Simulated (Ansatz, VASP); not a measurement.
Given: the input of a run of VASP 6.6.1 on F.

Contents of INCAR:

```
SYSTEM = F
PREC = Accurate
ENCUT = 520
EDIFF = 1E-6
ISMEAR = -1
SIGMA = 0.05
LREAL = .False.
LASPH = .True.
NELM = 100
ALGO = Normal
ISIF = 2
LWAVE = .False.
LCHARG = .True.
GGA = PE
LELF = .True.
LVHAR = .True.
NBANDS = 22
```

The input KPOINTS:

```
regular mesh
0
Gamma
  9 9 4
  0 0 0
```

File POSCAR:

```
F
1.0
    2.7500000000     -1.6400000000      0.0000000000
    2.7500000000      1.6400000000      0.0000000000
   -1.5360119809      0.0000000000      7.1200165312
F
4
Direct
    0.4950000000      0.4950000000      0.4000000000
    0.5050000000      0.5050000000      0.6000000000
    0.9496000000      0.9496000000      0.9004000000
    0.0504000000      0.0504000000      0.0996000000
```

Potentials or basis: VASP PAW PBE potentials, release 64 (F).

The run is started by

```sh
$ cat potpaw_PBE.64/F/POTCAR > POTCAR
$ mpirun -np 1 vasp_std > vasp.out
```

Task: Translate it to Ansatz 0.2.0. Potentials there: Ansatz PAW.

Result: As run (the cutoff follows the program's own potentials):

The input input.yaml:

```yaml
crystal:
  lattice:
    - [2.75, -1.64, 0.0]
    - [2.75, 1.64, 0.0]
    - [-1.5360119809, 0.0, 7.1200165312]
  atoms:
    - { symbol: F, position: [0.495, 0.495, 0.4] }
    - { symbol: F, position: [0.505, 0.505, 0.6] }
    - { symbol: F, position: [0.9496, 0.9496, 0.9004] }
    - { symbol: F, position: [0.0504, 0.0504, 0.0996] }
hamiltonian:
  xc: pbe
  pseudopotentials: { kind: paw }
kpoints:
  mp_grid: { grid: [9, 9, 4] }
scf:
  occupations: { method: fermi_dirac, width: 0.05 }
output:
  forces: true
  stress: true
  eigenvalues: true
```

Potentials or basis: Ansatz PAW.

Launch:

```console
$ ansatz run input.yaml --threads 2 --pin off --max-ram 5120MiB --backend cpu --events-out ev --progress --plain --runs-dir out
```

Both were run:

|  | VASP | Ansatz | Ansatz less VASP |
| --- | --- | --- | --- |
| gap on the k mesh at the Fermi level (eV) | 2.28 | 2.34 | +0.062 |
| least direct gap on the mesh (eV) | 2.28 | 2.34 | +0.062 |
| pressure (GPa) | -1.0 | -1.3 | -0.24 |
| traceless stress, the component that is largest in VASP (GPa) | -2.43 | -3.98 | -1.552 |
| rms of the force components (eV/Å) | 0.295 | 0.484 | +0.1886 |

Atom by atom the forces differ by 0.191 eV/Å (rms over components).

Noted on Ansatz's run: odd divisions of the mesh miss points on the zone boundary, where band edges often lie, so the gap on the mesh can be too wide.
